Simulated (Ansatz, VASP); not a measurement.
## One calculation of SiC, two programs

The input POSCAR:

```
SiC
1.0
    3.3237640817      0.0000000000      0.0000000000
   -1.6618820408      2.8784641310      0.0000000000
    0.0000000000      0.0000000000     10.0767691420
Si C
4 4
Direct
    0.6666666667      0.3333333333      0.9378376197
    0.3333333333      0.6666666667      0.4378376197
    0.0000000000      0.0000000000      0.6878931817
    0.0000000000      0.0000000000      0.1878931817
    0.6666666667      0.3333333333      0.7498040034
    0.3333333333      0.6666666667      0.2498040034
    0.0000000000      0.0000000000      0.5004641952
    0.0000000000      0.0000000000      0.0004641952
```

Contents of INCAR.step1:

```
SYSTEM = SiC
ALGO     = Normal         ! electronic algorithm
EDIFF    = 1E-4           ! SCF threshold, eV
ENCUT    = 520            ! plane-wave cutoff, eV
GGA      = PE             ! functional
ISMEAR   = 0              ! smearing method
LASPH    = .TRUE.         ! aspherical terms in the spheres
LCHARG   = .FALSE.        ! write CHGCAR
LREAL    = .FALSE.        ! projectors in reciprocal space
LWAVE    = .TRUE.         ! write WAVECAR
NBANDS   = 26             ! bands
NELM     = 60             ! most SCF steps
PREC     = Accurate       ! precision mode
SIGMA    = 0.05           ! smearing width, eV
```

The input INCAR.step2:

```
SYSTEM = SiC
ALGO     = Normal         ! electronic algorithm
EDIFF    = 1E-7           ! SCF threshold, eV
ENCUT    = 520            ! plane-wave cutoff, eV
ISIF     = 2              ! what is computed and relaxed
ISMEAR   = 0              ! smearing method
ISTART   = 1            
LASPH    = .TRUE.         ! aspherical terms in the spheres
LCHARG   = .FALSE.        ! write CHGCAR
LMIXTAU  = .TRUE.       
LREAL    = .FALSE.        ! projectors in reciprocal space
LWAVE    = .FALSE.        ! write WAVECAR
METAGGA  = R2SCAN         ! meta-GGA
NBANDS   = 26             ! bands
NELM     = 60             ! most SCF steps
PREC     = Accurate       ! precision mode
SIGMA    = 0.05           ! smearing width, eV
```

The input KPOINTS:

```
k-points
0
G
  12 12 4
  0 0 0
```

Input for Ansatz:

```yaml
crystal:
  lattice:
    - [3.3237640817, 0.0, 0.0]
    - [-1.6618820408, 2.878464131, 0.0]
    - [0.0, 0.0, 10.076769142]
  atoms:
    - { symbol: Si, position: [0.6666666667, 0.3333333333, 0.9378376197] }
    - { symbol: Si, position: [0.3333333333, 0.6666666667, 0.4378376197] }
    - { symbol: Si, position: [0.0, 0.0, 0.6878931817] }
    - { symbol: Si, position: [0.0, 0.0, 0.1878931817] }
    - { symbol: C, position: [0.6666666667, 0.3333333333, 0.7498040034] }
    - { symbol: C, position: [0.3333333333, 0.6666666667, 0.2498040034] }
    - { symbol: C, position: [0.0, 0.0, 0.5004641952] }
    - { symbol: C, position: [0.0, 0.0, 0.0004641952] }
basis:
  ecutwfc: 500
kpoints:
  mp_grid: { grid: [12, 12, 4] }
hamiltonian:
  xc: r2scan
scf:
  occupations: { method: gaussian, width: 0.05 }
output:
  forces: true
  stress: true
  eigenvalues: true
```

Change from the starting cell: strain +0.080 along x and y, +0.000 along z, atoms carried along.

Alike in both runs: task single point; functional r2SCAN; k mesh 12 × 12 × 4; occupations gaussian, width 0.05 eV; no spin polarisation.

|  | VASP | Ansatz |
| --- | --- | --- |
| version | VASP 6.6.1 | Ansatz 0.2.0 |
| potentials or method | VASP PAW PBE potentials, release 64 (Si, C), cutoff 520 eV | scalar-relativistic, plane waves, PAW |
| valence electrons in the cell | 32 | 32 |

Ansatz gave:

- gap on the k mesh at the Fermi level (eV): 2.13
- least direct gap on the mesh (eV): 3.15
- pressure (GPa): -24.5
- traceless stress, the component that is largest in VASP (GPa): 20.77
- rms of the force components (eV/Å): 0.195

Q: Estimate VASP's values.

A: gap on the k mesh at the Fermi level (eV): 2.13; least direct gap on the mesh (eV): 3.16; pressure (GPa): -24.6; traceless stress, the component that is largest in VASP (GPa): 20.87; rms of the force components (eV/Å): 0.194.

VASP's potentials were made for PBE, not for r2SCAN. Atom by atom the forces differ by 0.001 eV/Å (rms over components).
